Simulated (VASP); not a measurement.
# Ti3O4 (I4/mmm) in VASP: single point with r2SCAN+U

Aim: the single point of Ti3O4 with r2SCAN+U.

Program: VASP 6.6.1. These are calculated values, not measurements. Logs are shortened: lines on timing, memory, paths and dates and some standing lists are left out, and cuts for length are marked.

### Step 1. The cell of the first run

The structure is tetragonal, space group I4/mmm (No. 139). Conventional cell: a = 4.132 Å, b = 4.132 Å, c = 8.178 Å, α = 90.00°, β = 90.00°, γ = 90.00°. Within 2.7 Å of Ti (site symmetry -4m2) lie 6 O at 2.04 to 2.07 Å. Ti (site symmetry 4/mmm) has 6 O at 2.07 to 2.09 Å within 2.7 Å. O (site symmetry mmm) has 4 Ti at 2.04 to 2.07 Å within 2.7 Å. O (site symmetry 4mm) has 5 Ti at 2.07 to 2.09 Å within 2.7 Å.

### Step 2. Single point, r2SCAN+U, collinear spin

Input file POSCAR:

```
Ti3O4
1.0
   -2.0659088900      2.0659088900      4.0891339800
    2.0659088900     -2.0659088900      4.0891339800
    2.0659088900      2.0659088900     -4.0891339800
Ti O
3 4
Direct
    0.2500000000      0.7500000000      0.5000000000
    0.5000000000      0.5000000000      0.0000000000
    0.7500000000      0.2500000000      0.5000000000
    0.0000000000      0.5000000000      0.5000000000
    0.2441151400      0.2441151400      0.0000000000
    0.5000000000      0.0000000000      0.5000000000
    0.7558848600      0.7558848600      0.0000000000
```

Input file INCAR.step1:

```
SYSTEM = Ti3O4
  PREC = Accurate
  ENCUT = 520
  ISMEAR = 0
  SIGMA = 0.1
  LREAL = .FALSE.
  LASPH = .TRUE.
  NELM = 150
  ISPIN = 2
  MAGMOM = 1 1 1 0 0 0 0
  LMAXMIX = 4
  LDAU = .TRUE.
  LDAUTYPE = 2
  LDAUL = 2 -1
  LDAUU = 4 0
  LDAUJ = 0 0
  NBANDS = 43
  GGA = PE
  ALGO = Normal
  EDIFF = 1E-4
  LWAVE = .TRUE.
  LCHARG = .FALSE.
```

Input file INCAR.step2:

```
SYSTEM = Ti3O4
  PREC = Accurate
  ENCUT = 520
  EDIFF = 1E-6
  ISMEAR = 0
  SIGMA = 0.1
  LREAL = .FALSE.
  LASPH = .TRUE.
  NELM = 150
  ALGO = Normal
  ISIF = 2
  LWAVE = .FALSE.
  LCHARG = .TRUE.
  ISPIN = 2
  MAGMOM = 1 1 1 0 0 0 0
  LORBIT = 11
  LMAXMIX = 4
  LDAU = .TRUE.
  LDAUTYPE = 2
  LDAUL = 2 -1
  LDAUU = 4 0
  LDAUJ = 0 0
  LDAUPRINT = 1
  METAGGA = R2SCAN
  LMIXTAU = .TRUE.
  LELF = .TRUE.
  LVHAR = .TRUE.
  NBANDS = 43
  ISTART = 1
```

Input file KPOINTS:

```
Automatic mesh
0
G
  6 6 6
  0 0 0
```

Potentials or basis: VASP PAW PBE potentials, release 64 (Ti_sv, O).

Started as:

```sh
> cat potpaw_PBE.64/Ti_sv/POTCAR potpaw_PBE.64/O/POTCAR > POTCAR
> cp INCAR.step1 INCAR
> mpirun -np 1 vasp_std > vasp.out
> cp INCAR.step2 INCAR
> mpirun -np 1 vasp_std > vasp.out
```

OUTCAR:

```text
SYSTEM = Ti3O4
   PREC = Accurate
   ENCUT = 520
   EDIFF = 1E-6
   ISMEAR = 0
   LREAL = .FALSE.
   LASPH = .TRUE.
   NELM = 150
   ISIF = 2
   ISPIN = 2
   LORBIT = 11
   METAGGA = R2SCAN
   ISTART = 1

 ion  position               nearest neighbor table
   1  0.250  0.750  0.500-   4 2.04   6 2.04   5 2.07   7 2.07   7 2.07   5 2.07   2 2.91   2 2.91
                             2 2.91   2 2.91
   2  0.500  0.500  0.000-   4 2.07   6 2.07   6 2.07   4 2.07   5 2.09   7 2.09   1 2.91   3 2.91
                             1 2.91   3 2.91   1 2.91   1 2.91   3 2.91   3 2.91
   3  0.750  0.250  0.500-   4 2.04   6 2.04   5 2.07   7 2.07   7 2.07   5 2.07   2 2.91   2 2.91
                             2 2.91   2 2.91
   4  0.000  0.500  0.500-   1 2.04   3 2.04   2 2.07   2 2.07
   5  0.244  0.244  0.000-   3 2.07   1 2.07   1 2.07   3 2.07   2 2.09
   6  0.500  0.000  0.500-   1 2.04   3 2.04   2 2.07   2 2.07
   7  0.756  0.756  0.000-   1 2.07   3 2.07   3 2.07   1 2.07   2 2.09

  LATTYP: Found a body centered tetragonal cell.
 ALAT       =     4.1318177800
 C/A-ratio  =     1.9793389727

  Lattice vectors:

 A1 = (  -2.0659088900,   2.0659088900,   4.0891339800)
 A2 = (   2.0659088900,  -2.0659088900,   4.0891339800)
 A3 = (   2.0659088900,   2.0659088900,  -4.0891339800)

Analysis of symmetry for initial positions (statically):
=====================================================================
 Subroutine PRICEL returns:
 Original cell was already a primitive cell.

 Routine SETGRP: Setting up the symmetry group for a
 body centered tetragonal supercell.

 Subroutine GETGRP returns: Found 16 space group operations
 (whereof 16 operations were pure point group operations)
 out of a pool of 16 trial point group operations.

The static configuration has the point symmetry D_4h.

Analysis of symmetry for dynamics (positions and initial velocities):
=====================================================================
 Subroutine PRICEL returns:
 Original cell was already a primitive cell.

 Routine SETGRP: Setting up the symmetry group for a
 body centered tetragonal supercell.

 Subroutine GETGRP returns: Found 16 space group operations
 (whereof 16 operations were pure point group operations)
 out of a pool of 16 trial point group operations.

The dynamic configuration has the point symmetry D_4h.

Analysis of structural, dynamic, and magnetic symmetry:
=====================================================================
 Subroutine PRICEL returns:
 Original cell was already a primitive cell.

 Routine SETGRP: Setting up the symmetry group for a
 body centered tetragonal supercell.

 Subroutine GETGRP returns: Found 16 space group operations
 (whereof 16 operations were pure point group operations)
 out of a pool of 16 trial point group operations.

The overall configuration has the point symmetry D_4h.

 Subroutine INISYM returns: Found 16 space group operations
 (whereof 16 operations are pure point group operations),
 and found     1 'primitive' translations

----------------------------------------------------------------------------------------

                                     Primitive cell

  volume of cell :      69.8094

  direct lattice vectors                    reciprocal lattice vectors
    -2.065908890  2.065908890  4.089133980     0.000000000  0.242024226  0.122275279
     2.065908890 -2.065908890  4.089133980     0.242024226  0.000000000  0.122275279
     2.065908890  2.065908890 -4.089133980     0.242024226  0.242024226  0.000000000

  length of vectors
     5.025631880  5.025631880  5.025631880     0.271158570  0.271158570  0.342273943

  position of ions in fractional coordinates (direct lattice)
     0.250000000  0.750000000  0.500000000
     0.500000000  0.500000000  0.000000000
     0.750000000  0.250000000  0.500000000
     0.000000000  0.500000000  0.500000000
     0.244115140  0.244115140  0.000000000
     0.500000000  0.000000000  0.500000000
     0.755884860  0.755884860  0.000000000

  ion indices of the primitive-cell ions
   primitive index   ion index
                 1           1
                 2           2
                 3           3
                 4           4
                 5           5
                 6           6
                 7           7
[... 61 lines left out ...]
   NGXF,Y,Z  is equivalent  to a cutoff of  26.46, 26.46, 26.46 a.u.
 SYSTEM =  Ti3O4
   PREC   = accura    normal or accurate (medium, high low for compatibility)
   ISTART =      1    job   : 0-new  1-cont  2-samecut
   ICHARG =      0    charge: 1-file 2-atom 10-const
   ISPIN  =      2    spin polarized calculation?
   LNONCOLLINEAR =      F non collinear calculations
   LSORBIT =      F    spin-orbit coupling
   LASPH  =      T    aspherical Exc in radial PAW
   ENCUT  =  520.0 eV  38.22 Ry    6.18 a.u.   9.34  9.34  9.34*2*pi/ulx,y,z
   NELM   =    150;   NELMIN=  2; NELMDL=  0     # of ELM steps
   EDIFF  = 0.1E-05   stopping-criterion for ELM
   LREAL  =      F    real-space projection
   EDIFFG = 0.1E-04   stopping-criterion for IOM
   NSW    =      0    number of steps for IOM
   IBRION =     -1    ionic relax: 0-MD 1-quasi-New 2-CG
   NFREE  =      0    steps in history (QN), initial steepest desc. (CG)
   ISIF   =      2    stress and relaxation
   ISYM   =      2    0-nonsym 1-usesym 2-fastsym
   POTIM  = 0.5000    time-step for ionic-motion
   TEBEG  =    0.0;   TEEND  =   0.0 temperature during run
   PSTRESS=    0.0 pullay stress
   NELECT =      60.0000    total number of electrons
   NUPDOWN=      -1.0000    fix difference up-down
   EMIN   =  10.00;   EMAX   =-10.00  energy-range for DOS
   EFERMI =   0.00;   METHOD = LEGACY
   ISMEAR =     0;   SIGMA  =   0.10  broadening in eV -4-tet -1-fermi 0-gaus
   EFERMI_NEDOS =   21; number of points for ismear=-14 and -15
   IALGO  =     38    algorithm
   IMIX   =      4    mixing-type and parameters
     AMIX     =   0.40;   BMIX     =  1.00
     AMIX_MAG =   1.60;   BMIX_MAG =  1.00
  volume/ion in A,a.u.               =       9.97        67.30
  Fermi-wavevector in a.u.,A,eV,Ry     =   1.556518  2.941392 32.963473  2.422747
  Thomas-Fermi vector in A             =   2.660302
   LORBIT       =     11    0 simple, 1 ext, 2 COOP (PROOUT), +10 PAW based schemes
 LDA+U is selected, type is set to LDAUTYPE =  2
   angular momentum for each species LDAUL =     2   -1
   U (eV)           for each species LDAUU =   4.0  0.0
   J (eV)           for each species LDAUJ =   0.0  0.0
   METAGGA = R2SCAN    functional components
   LHFCALC =     F    Hartree Fock is set to
   AEXX    =    0.0000 exact exchange contribution
   IVDW    =     0    specifies the selected vdW correction
   LEPSILON=     F    determine dielectric tensor
   LRPA    =     F    only Hartree local field effects (RPA)
 spin polarized calculation
 Gauss-broadening in eV      SIGMA  =   0.10
  energy-cutoff  :      520.00
  volume of cell :       69.81
 maximum number of plane-waves:      1898
 NGX is ok and might be reduce to    40
   NGX = 19   NGY = 19   NGZ = 19

 number of electron      60.0000003 magnetization       0.0119030

atom =   1  type =  1  l = 2

 onsite density matrix

spin component  1
[... 83 lines left out ...]
  o =  0.1358  v =  0.0000  0.0000  0.0000  0.0000  0.0000  0.0000  0.0000  0.0000 -0.0000 -1.0000      0.0000  0.0000  0.0000  0.0000  0.0000  0.0000  0.0000  0.0000  0.0000  0.0000
  o =  0.1358  v =  0.0000  0.0000  0.0000 -0.0000 -1.0000  0.0000  0.0000  0.0000  0.0000  0.0000      0.0000  0.0000  0.0000  0.0000  0.0000  0.0000  0.0000  0.0000  0.0000  0.0000
  o =  0.1543  v =  0.0000  0.0000  0.0000  0.0000  0.0000  0.0000  0.0000  1.0000 -0.0000  0.0000      0.0000  0.0000  0.0000  0.0000  0.0000  0.0000  0.0000  0.0000  0.0000  0.0000
  o =  0.1544  v =  0.0000 -0.0000  1.0000 -0.0000  0.0000  0.0000  0.0000  0.0000  0.0000  0.0000      0.0000  0.0000  0.0000  0.0000  0.0000  0.0000  0.0000  0.0000  0.0000  0.0000
  o =  0.1827  v =  0.0000  0.0000  0.0000  0.0000  0.0000  0.0000 -0.0044  0.0000  1.0000 -0.0000      0.0000  0.0000  0.0000  0.0000  0.0000  0.0000  0.0000  0.0000  0.0000  0.0000
  o =  0.1827  v =  0.0000  0.0000  0.0000  0.0000  0.0000  0.0000  1.0000 -0.0000  0.0044  0.0000      0.0000  0.0000  0.0000  0.0000  0.0000  0.0000  0.0000  0.0000  0.0000  0.0000
  o =  0.1828  v =  0.0000  0.0069  0.0000  1.0000 -0.0000  0.0000  0.0000  0.0000  0.0000  0.0000      0.0000  0.0000  0.0000  0.0000  0.0000  0.0000  0.0000  0.0000  0.0000  0.0000
  o =  0.1828  v =  0.0000  1.0000  0.0000 -0.0069  0.0000  0.0000  0.0000  0.0000  0.0000  0.0000      0.0000  0.0000  0.0000  0.0000  0.0000  0.0000  0.0000  0.0000  0.0000  0.0000
  o =  0.2672  v =  0.0000  0.0000  0.0000  0.0000  0.0000  1.0000  0.0000  0.0000  0.0000  0.0000      0.0000  0.0000  0.0000  0.0000  0.0000  0.0000  0.0000  0.0000  0.0000  0.0000
  o =  0.2673  v =  1.0000  0.0000  0.0000  0.0000  0.0000  0.0000  0.0000  0.0000  0.0000  0.0000      0.0000  0.0000  0.0000  0.0000  0.0000  0.0000  0.0000  0.0000  0.0000  0.0000

 number of electron      60.0000003 magnetization      -0.0004070

 Free energy of the ion-electron system (eV)
  ---------------------------------------------------
  ext. energy  EPLUGINS =         0.00000000
  ---------------------------------------------------
  free energy    TOTEN  =       -74.88854448 eV

  energy without entropy =      -74.87598450  energy(sigma->0) =      -74.88226449

 E-fermi :  10.3372     XC(G=0): -12.9453

 val. band max:       10.3299460088   @ k =  -0.3333   0.3333   0.0000
 cond. band min:      10.3942477928   @ k =   0.3333   0.3333   0.0000
 fundamental gap:      0.0643017840
 Fermi energy:        10.3372399554

 spin component 1

 k-point     1 :       0.0000    0.0000    0.0000
  band No.  band energies     occupation
      1     -51.4960      1.00000
      2     -51.4008      1.00000
      3     -50.9766      1.00000
      4     -26.8487      1.00000
      5     -26.8487      1.00000
      6     -26.8213      1.00000
[... 2153 lines left out ...]
     41      13.2160      0.00000
     42      13.7631      0.00000

 [... further k-points ...]

 [bands above 42 left out]

------------------------ aborting loop because EDIFF is reached ----------------------------------------

  FORCE on cell =-STRESS in cart. coord.  units (eV):
  Direction    XX          YY          ZZ          XY          YZ          ZX
  --------------------------------------------------------------------------------------
  -------------------------------------------------------------------------------------
  Total        4.5617092      4.5617092      4.6549210      0.0000000      0.0000000      0.0000000
  in kB      104.6946572    104.6946572    106.8339380      0.0000000      0.0000000      0.0000000
  external PRESSURE =     105.4077508 kB  Pullay stress =       0.0000000 kB

 VOLUME and BASIS-vectors are now :
 -----------------------------------------------------------------------------
  energy-cutoff  :      520.00
  volume of cell :       69.81
      direct lattice vectors                 reciprocal lattice vectors
    -2.065908890  2.065908890  4.089133980     0.000000000  0.242024226  0.122275279
     2.065908890 -2.065908890  4.089133980     0.242024226  0.000000000  0.122275279
     2.065908890  2.065908890 -4.089133980     0.242024226  0.242024226  0.000000000

 POSITION                                       TOTAL-FORCE (eV/Angst)
 -----------------------------------------------------------------------------------
      2.06591      0.00000      2.04457         0.000000      0.000000      0.000000
      0.00000      0.00000      4.08913         0.000000      0.000000      0.000000
      0.00000      2.06591      2.04457         0.000000      0.000000      0.000000
      2.06591      0.00000      0.00000         0.000000      0.000000      0.000000
      0.00000      0.00000      1.99644         0.000000      0.000000     -0.300170
      0.00000      2.06591      0.00000         0.000000      0.000000      0.000000
      0.00000      0.00000      6.18183        -0.000000     -0.000000      0.300170
 -----------------------------------------------------------------------------------
    total drift:                               -0.000000      0.000000     -0.000000

  FREE ENERGIE OF THE ION-ELECTRON SYSTEM (eV)
  ---------------------------------------------------
  free  energy   TOTEN  =       -74.8885444770 eV

  energy  without entropy=      -74.8759844969  energy(sigma->0) =      -74.88226449

 total charge

# of ion       s       p       d       tot
------------------------------------------
    1        2.170   6.207   1.819  10.196
    2        2.170   6.203   1.858  10.231
    3        2.170   6.207   1.819  10.196
    4        1.562   3.550   0.000   5.112
    5        1.564   3.578   0.000   5.142
    6        1.562   3.550   0.000   5.112
    7        1.564   3.578   0.000   5.142
--------------------------------------------------
tot         12.763  32.874   5.496  51.133

 magnetization (x)

# of ion       s       p       d       tot
------------------------------------------
    1        0.000   0.000   0.000   0.000
    2       -0.000  -0.000  -0.001  -0.001
    3        0.000   0.000   0.000   0.000
    4       -0.000  -0.000   0.000  -0.000
    5       -0.000  -0.000   0.000  -0.000
    6       -0.000  -0.000   0.000  -0.000
    7       -0.000  -0.000   0.000  -0.000
--------------------------------------------------
tot         -0.000  -0.000  -0.000  -0.000
```

Run time: 15 min. Hardware: 1 thread of Intel Xeon Platinum 8488C (Sapphire Rapids), shared host; peak memory 0.4 GiB.

What came out:

* Free energy: -74.8885 eV
* Pressure: 10.5 GPa
* Largest force: 0.300 eV/Å
* Band gap on the k mesh: zero (filled and empty bands overlap)
* Net moment: 0.00 μB per cell
* Valence electrons inside the program's atomic spheres: Ti 10.20, 10.23 (each value once); O 5.11, 5.14 (each value once)

Forces in eV/Å, atoms in the order of the input:
```
Ti   0.000  0.000  0.000
Ti   0.000  0.000  0.000
Ti   0.000  0.000  0.000
O    0.000  0.000  0.000
O    0.000  0.000 -0.300
O    0.000  0.000  0.000
O    0.000  0.000  0.300
```

Eigenvalues of the final occupation matrices:
```tsv
site	spin	trace	eigenvalues
site 1 d	1	0.92	0.14 0.15 0.18 0.18 0.27
site 1 d	2	0.92	0.14 0.15 0.18 0.18 0.27
site 2 d	1	0.94	0.07 0.14 0.15 0.30 0.30
site 2 d	2	0.94	0.07 0.14 0.15 0.30 0.30
site 3 d	1	0.92	0.14 0.15 0.18 0.18 0.27
site 3 d	2	0.92	0.14 0.15 0.18 0.18 0.27
```

Caveat: the cell stands under pressure; the PAW data sets were made with another functional, which shifts forces and pressure a little.

The gap in the log of VASP goes by the Fermi energy; the results here count the filled bands.